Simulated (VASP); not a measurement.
Here is a VASP 6.6.1 calculation.

The input POSCAR:

```
AlNi
1.0
    1.9386940000     -1.9531901500      0.0000000000
    1.9386940000      1.9531901500      0.0000000000
    0.0000000000      0.0000000000      3.0994300400
Al Ni
1 1
Direct
    0.0029173845     -0.0177109944      0.0007173304
    0.5034947944      0.4824476290      0.5009134841
```

Contents of INCAR.step1:

```
PREC = Accurate ; ENCUT = 660
ISMEAR = -1 ; SIGMA = 0.1
LREAL = F ; LASPH = T
NELM = 200 ; ISPIN = 2
MAGMOM = 0 1 ; LMAXMIX = 4
NBANDS = 18 ; GGA = PE
ALGO = Normal ; EDIFF = 1E-5
LWAVE = T ; LCHARG = F
GGA_COMPAT = F
```

INCAR.step2

```
PREC = Accurate ; ENCUT = 660
EDIFF = 1E-6 ; ISMEAR = -1
SIGMA = 0.1 ; LREAL = F
LASPH = T ; NELM = 200
ALGO = Normal ; ISIF = 2
LWAVE = F ; LCHARG = F
ISPIN = 2 ; MAGMOM = 0 1
LORBIT = 11 ; LMAXMIX = 4
METAGGA = R2SCAN ; LMIXTAU = T
NBANDS = 18 ; ISTART = 1
GGA_COMPAT = F
```

File KPOINTS:

```
Automatic mesh
0
Gamma
  7 7 6
```

Potentials or basis: VASP PAW PBE potentials, release 64 (Al, Ni).

Command:

```console
$ cat potpaw_PBE.64/Al/POTCAR potpaw_PBE.64/Ni/POTCAR > POTCAR
$ cp INCAR.step1 INCAR
$ mpirun -np 1 vasp_std > vasp.out
$ cp INCAR.step2 INCAR
$ mpirun -np 1 vasp_std > vasp.out
```

**Question.** Estimate the largest force.

**Answer.** 0.011 eV/Å.

**Question.** What does it give for the net moment?

**Answer.** 0.00 μB per cell.

**Question.** What does it give for the pressure?

**Answer.** 0.4 GPa.

Stress tensor (GPa, compression positive):
```
 3.59  0.00  0.00
 0.00  1.80  0.00
 0.00  0.00 -4.07
```

Caveat: the stress differs along the axes, from -4 to 4 GPa; the moments typed at the start vanished in this run; the PAW data sets were made with another functional, which shifts forces and pressure a little.
